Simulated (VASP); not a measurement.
# Ga (P6/mmm) in VASP: a series of runs

Runs on Ga. Level: PBE. Tasks: single point.

All numbers are computed with VASP 6.6.1; they aren't measurements. Logs are shortened: lines on timing, memory, paths and dates and some standing lists are left out, and cuts for length are marked.

## 1. The cell of the first run

Symmetry: P6/mmm, No. 191, hexagonal system. The conventional cell has a = 3.856 Å, b = 3.856 Å, c = 2.303 Å, α = 90.00°, β = 90.00°, γ = 120.00°. Within 3.0 Å of Ga (site symmetry 6/mmm) lie 14 Ga at 2.30 to 2.51 Å. Within 2.9 Å of Ga (site symmetry -6m2) lie 11 Ga at 2.23 to 2.51 Å.

This isn't the form of Ga at room conditions, which is orthorhombic.

## 2. Single point, PBE

INCAR reads:

```
PREC = Accurate
ENCUT = 520
EDIFF = 1E-6
ISMEAR = -1
SIGMA = 0.1
LREAL = False
LASPH = True
NELM = 60
ALGO = Normal
ISIF = 2
LWAVE = False
LCHARG = False
GGA = PE
NBANDS = 26
```

KPOINTS reads:

```
Automatic mesh
0
Gamma
  10 10 13
```

POSCAR reads:

```
Ga
1.0
    3.8561595024      0.0000000000      0.0000000000
   -1.9280797512      3.3395320901      0.0000000000
    0.0000000000      0.0000000000      2.3030135313
Ga
3
Direct
    0.0000000000      0.0000000000      0.0000000000
    0.3333333333      0.6666666667      0.5000000000
    0.6666666667      0.3333333333      0.5000000000
```

Potentials or basis: VASP PAW PBE potentials, release 64 (Ga_d).

Command:

```bash
cat potpaw_PBE.64/Ga_d/POTCAR > POTCAR
mpirun -np 1 vasp_std > vasp.out
```

OUTCAR:

```text
PREC = Accurate
   ENCUT = 520
   EDIFF = 1E-6
   ISMEAR = -1
   LREAL = False
   LASPH = True
   NELM = 60
   ISIF = 2
   GGA = PE

 ion  position               nearest neighbor table
   1  0.000  0.000  0.000-   2 2.51   3 2.51   2 2.51   3 2.51   2 2.51   2 2.51   3 2.51   3 2.51
                             3 2.51   3 2.51   2 2.51   2 2.51
   2  0.333  0.667  0.500-   3 2.23   3 2.23   3 2.23   1 2.51   1 2.51   1 2.51   1 2.51   1 2.51
                             1 2.51
   3  0.667  0.333  0.500-   2 2.23   2 2.23   2 2.23   1 2.51   1 2.51   1 2.51   1 2.51   1 2.51
                             1 2.51

  LATTYP: Found a hexagonal cell.
 ALAT       =     3.8561595024
 C/A-ratio  =     0.5972298422

  Lattice vectors:

 A1 = (   3.8561595024,   0.0000000000,   0.0000000000)
 A2 = (  -1.9280797512,   3.3395320901,   0.0000000000)
 A3 = (   0.0000000000,   0.0000000000,   2.3030135313)

Analysis of symmetry for initial positions (statically):
=====================================================================
 Subroutine PRICEL returns:
 Original cell was already a primitive cell.

 Routine SETGRP: Setting up the symmetry group for a
 hexagonal supercell.

 Subroutine GETGRP returns: Found 24 space group operations
 (whereof 24 operations were pure point group operations)
 out of a pool of 24 trial point group operations.

The static configuration has the point symmetry D_6h.

Analysis of symmetry for dynamics (positions and initial velocities):
=====================================================================
 Subroutine PRICEL returns:
 Original cell was already a primitive cell.

 Routine SETGRP: Setting up the symmetry group for a
 hexagonal supercell.

 Subroutine GETGRP returns: Found 24 space group operations
 (whereof 24 operations were pure point group operations)
 out of a pool of 24 trial point group operations.

The dynamic configuration has the point symmetry D_6h.

 Subroutine INISYM returns: Found 24 space group operations
 (whereof 24 operations are pure point group operations),
 and found     1 'primitive' translations

----------------------------------------------------------------------------------------

                                     Primitive cell

  volume of cell :      29.6577

  direct lattice vectors                    reciprocal lattice vectors
     3.856159502  0.000000000  0.000000000     0.259325373  0.149721574  0.000000000
    -1.928079751  3.339532090  0.000000000     0.000000000  0.299443147  0.000000000
     0.000000000  0.000000000  2.303013531     0.000000000  0.000000000  0.434213688

  length of vectors
     3.856159502  3.856159502  2.303013531     0.299443147  0.299443147  0.434213688

  position of ions in fractional coordinates (direct lattice)
     0.000000000  0.000000000  0.000000000
     0.333333333  0.666666667  0.500000000
     0.666666667  0.333333333  0.500000000

  ion indices of the primitive-cell ions
   primitive index   ion index
                 1           1
                 2           2
                 3           3

----------------------------------------------------------------------------------------

 KPOINTS: Automatic mesh

Automatic generation of k-mesh.
 Grid dimensions read from file:
 generate k-points for:   10   10   13

 Generating k-lattice:

  Cartesian coordinates                     Fractional coordinates (reciprocal lattice)
     0.025932537  0.014972157  0.000000000     0.100000000 -0.000000000  0.000000000
     0.000000000  0.029944315  0.000000000     0.000000000  0.100000000  0.000000000
     0.000000000  0.000000000  0.033401053     0.000000000  0.000000000  0.076923077

  Length of vectors
     0.029944315  0.029944315  0.033401053

  Shift w.r.t. Gamma in fractional coordinates (k-lattice)
     0.000000000  0.000000000  0.000000000

 Subroutine IBZKPT returns following result:
 ===========================================

 Found     98 irreducible k-points:

 Following reciprocal coordinates:
            Coordinates               Weight
  0.000000  0.000000  0.000000      1.000000
  0.100000  0.000000  0.000000      6.000000
  0.200000  0.000000  0.000000      6.000000
  0.300000  0.000000  0.000000      6.000000
  0.400000  0.000000  0.000000      6.000000
  0.500000  0.000000  0.000000      3.000000
[... 16 lines left out ...]
  0.300000  0.100000  0.076923     24.000000
  0.400000  0.100000  0.076923     24.000000
 [... further k-points ...]
   k-points           NKPTS =     98   k-points in BZ     NKDIM =     98   number of bands    NBANDS=     26
   number of dos      NEDOS =    301   number of ions     NIONS =      3
   total plane-waves  NPLWV =  16200
   dimension x,y,z NGX =    30 NGY =   30 NGZ =   18
   dimension x,y,z NGXF=    60 NGYF=   60 NGZF=   36
   ions per type =               3
   NGX,Y,Z   is equivalent  to a cutoff of  12.93, 12.93, 12.99 a.u.
   NGXF,Y,Z  is equivalent  to a cutoff of  25.87, 25.87, 25.99 a.u.
 SYSTEM =  unknown system
   PREC   = accura    normal or accurate (medium, high low for compatibility)
   ISTART =      0    job   : 0-new  1-cont  2-samecut
   ICHARG =      2    charge: 1-file 2-atom 10-const
   ISPIN  =      1    spin polarized calculation?
   LNONCOLLINEAR =      F non collinear calculations
   LSORBIT =      F    spin-orbit coupling
   LASPH  =      T    aspherical Exc in radial PAW
   ENCUT  =  520.0 eV  38.22 Ry    6.18 a.u.   7.17  7.17  4.28*2*pi/ulx,y,z
   NELM   =     60;   NELMIN=  2; NELMDL= -5     # of ELM steps
   EDIFF  = 0.1E-05   stopping-criterion for ELM
   LREAL  =      F    real-space projection
   EDIFFG = 0.1E-04   stopping-criterion for IOM
   NSW    =      0    number of steps for IOM
   IBRION =     -1    ionic relax: 0-MD 1-quasi-New 2-CG
   NFREE  =      0    steps in history (QN), initial steepest desc. (CG)
   ISIF   =      2    stress and relaxation
   ISYM   =      2    0-nonsym 1-usesym 2-fastsym
   POTIM  = 0.5000    time-step for ionic-motion
   TEBEG  =    0.0;   TEEND  =   0.0 temperature during run
   PSTRESS=    0.0 pullay stress
   NELECT =      39.0000    total number of electrons
   NUPDOWN=      -1.0000    fix difference up-down
   EMIN   =  10.00;   EMAX   =-10.00  energy-range for DOS
   EFERMI =   0.00;   METHOD = LEGACY
   ISMEAR =    -1;   SIGMA  =   0.10  broadening in eV -4-tet -1-fermi 0-gaus
   EFERMI_NEDOS =   21; number of points for ismear=-14 and -15
   IALGO  =     38    algorithm
   IMIX   =      4    mixing-type and parameters
     AMIX     =   0.40;   BMIX     =  1.00
     AMIX_MAG =   1.60;   BMIX_MAG =  1.00
  volume/ion in A,a.u.               =       9.89        66.71
  Fermi-wavevector in a.u.,A,eV,Ry     =   1.793566  3.389348 43.768290  3.216879
  Thomas-Fermi vector in A             =   2.855700
   LORBIT       =      0    0 simple, 1 ext, 2 COOP (PROOUT), +10 PAW based schemes
   GGA     = PE    functional components
   LHFCALC =     F    Hartree Fock is set to
   AEXX    =    0.0000 exact exchange contribution
   IVDW    =     0    specifies the selected vdW correction
   LEPSILON=     F    determine dielectric tensor
   LRPA    =     F    only Hartree local field effects (RPA)
 non-spin polarized calculation
  energy-cutoff  :      520.00
  volume of cell :       29.66
 maximum number of plane-waves:       813
 NGX is ok and might be reduce to    30
   NGX = 15   NGY = 15   NGZ =  9

 number of electron      39.0000006 magnetization

 Free energy of the ion-electron system (eV)
  ---------------------------------------------------
  ext. energy  EPLUGINS =         0.00000000
  ---------------------------------------------------
  free energy    TOTEN  =        -1.14371240 eV

  energy without entropy =       -1.11221592  energy(sigma->0) =       -1.12796416

 E-fermi :  14.1070     XC(G=0): -14.6898

 val. band max:       14.0968071419   @ k =   0.4000   0.1000   0.3846
 cond. band min:      14.1159306858   @ k =   0.2000   0.0000   0.4615
 fundamental gap:      0.0191235439
 Fermi energy:        14.1069997595

 k-point     1 :       0.0000    0.0000    0.0000
  band No.  band energies     occupation
      1      -3.8520      2.00000
      2      -3.4680      2.00000
      3      -2.8175      2.00000
      4      -2.8093      2.00000
      5      -2.6733      2.00000
      6      -2.6733      2.00000
[... 18 lines left out ...]
     25      35.3823      0.00000
     26      35.9088      0.00000

 k-point     2 :       0.1000    0.0000    0.0000
  band No.  band energies     occupation
      1      -3.7346      2.00000
      2      -3.4290      2.00000
      3      -2.8685      2.00000
      4      -2.8399      2.00000
      5      -2.7879      2.00000
      6      -2.7745      2.00000
[... 18 lines left out ...]
     25      33.3532      0.00000
     26      33.8660      0.00000

 k-point     3 :       0.2000    0.0000    0.0000
  band No.  band energies     occupation
      1      -3.5144      2.00000
      2      -3.2357      2.00000
      3      -3.0547      2.00000
      4      -2.9012      2.00000
      5      -2.8907      2.00000
      6      -2.7951      2.00000
[... 18 lines left out ...]
     25      30.1071      0.00000
     26      30.7904      0.00000

 k-point     4 :       0.3000    0.0000    0.0000
  band No.  band energies     occupation
      1      -3.4048      2.00000
      2      -3.2616      2.00000
      3      -2.9747      2.00000
      4      -2.9667      2.00000
      5      -2.9463      2.00000
      6      -2.6214      2.00000
[... 18 lines left out ...]
     25      27.3275      0.00000
     26      29.8572      0.00000
[... 496 lines left out ...]
      1      -3.3687      2.00000
      2      -3.1745      2.00000
      3      -3.0117      2.00000
      4      -2.8823      2.00000
      5      -2.8401      2.00000
      6      -2.7692      2.00000
[... 18 lines left out ...]
     25      29.4964      0.00000
     26      30.4663      0.00000

 k-point    23 :       0.3000    0.1000    0.0769
  band No.  band energies     occupation
      1      -3.3577      2.00000
      2      -3.2267      2.00000
      3      -3.0511      2.00000
      4      -2.9312      2.00000
      5      -2.8411      2.00000
      6      -2.7256      2.00000
[... 18 lines left out ...]
     25      27.5283      0.00000
     26      27.8945      0.00000

 k-point    24 :       0.4000    0.1000    0.0769
  band No.  band energies     occupation
      1      -3.4334      2.00000
      2      -3.1314      2.00000
      3      -3.0679      2.00000
      4      -3.0071      2.00000
      5      -2.8661      2.00000
      6      -2.7270      2.00000
[... 18 lines left out ...]
     25      25.0785      0.00000
     26      26.2884      0.00000

 [... further k-points ...]

------------------------ aborting loop because EDIFF is reached ----------------------------------------

  FORCE on cell =-STRESS in cart. coord.  units (eV):
  Direction    XX          YY          ZZ          XY          YZ          ZX
  --------------------------------------------------------------------------------------
  -------------------------------------------------------------------------------------
  Total       29.8401894     29.8401894     29.8437956      0.0000000      0.0000000     -0.0000000
  in kB     1612.0371930   1612.0371929   1612.2320084      0.0000000      0.0000000     -0.0000000
  external PRESSURE =    1612.1021314 kB  Pullay stress =       0.0000000 kB

 VOLUME and BASIS-vectors are now :
 -----------------------------------------------------------------------------
  energy-cutoff  :      520.00
  volume of cell :       29.66
      direct lattice vectors                 reciprocal lattice vectors
     3.856159502  0.000000000  0.000000000     0.259325373  0.149721574  0.000000000
    -1.928079751  3.339532090  0.000000000     0.000000000  0.299443147  0.000000000
     0.000000000  0.000000000  2.303013531     0.000000000  0.000000000  0.434213688

 POSITION                                       TOTAL-FORCE (eV/Angst)
 -----------------------------------------------------------------------------------
      0.00000      0.00000      0.00000        -0.000000      0.000000     -0.000000
     -0.00000      2.22635      1.15151         0.000000      0.000000      0.000000
      1.92808      1.11318      1.15151        -0.000000     -0.000000     -0.000000
 -----------------------------------------------------------------------------------
    total drift:                               -0.000000      0.000000      0.000000

  FREE ENERGIE OF THE ION-ELECTRON SYSTEM (eV)
  ---------------------------------------------------
  free  energy   TOTEN  =        -1.1437123990 eV

  energy  without entropy=       -1.1122159240  energy(sigma->0) =       -1.12796416
```

It took 1.8 min on 1 thread of Intel Xeon 8259CL, shared host; peak memory 0.18 GiB.

Results:

```yaml
Free_energy: -1.1437 eV
Pressure: 161.2 GPa
Band_gap_on_the_k_mesh: zero (an odd number of electrons rules out a gap without spin polarisation)
```

Caveat: the cell stands under pressure.

## 3. Single point, PBE

INCAR, as its differences from that of step 2:

```diff
@@ -7,3 +7,3 @@
 LASPH = True
-NELM = 60
+NELM = 80
 ALGO = Normal
```

KPOINTS is that of step 2.

POSCAR reads:

```
Ga
1.0
    3.8564759066      0.0000000000      0.0000000000
   -1.9282379533      3.3398061042      0.0000000000
    0.0000000000      0.0000000000      2.3032307354
Ga
3
Direct
    0.0000000000      0.0000000000      0.0000000000
    0.3333333333      0.6666666667      0.5000000000
    0.6666666667      0.3333333333      0.5000000000
```

Potentials or basis: VASP PAW PBE potentials, release 64 (Ga_d).

Command:

```bash
cat potpaw_PBE.64/Ga_d/POTCAR > POTCAR
mpirun -np 1 vasp_std > vasp.out
```

Run time: 1.7 min. Hardware: 1 thread of Intel Xeon 8259CL, shared host; peak memory 0.18 GiB.

The run converged. Its results:

| Item | Value |
| --- | --- |
| Free energy | -1.1514 eV |
| Pressure | 161.1 GPa |
| Band gap on the k mesh | zero (an odd number of electrons rules out a gap without spin polarisation) |

Levels at points of the mesh, in eV from the Fermi level:
| k point | band 16 | band 17 | band 18 | band 19 | band 20 | band 21 | band 22 | band 23 |
| --- | --- | --- | --- | --- | --- | --- | --- | --- |
| (0.00, 0.00, 0.00) | -15.70 | -3.52 | -3.52 | -3.51 | -3.51 | -1.94 | -1.76 | 9.57 |
| (0.50, 0.00, 0.00) | -13.93 | -13.80 | -8.06 | -5.02 | 7.12 | 7.13 | 7.43 | 7.47 |

Caveat: the cell stands under pressure.
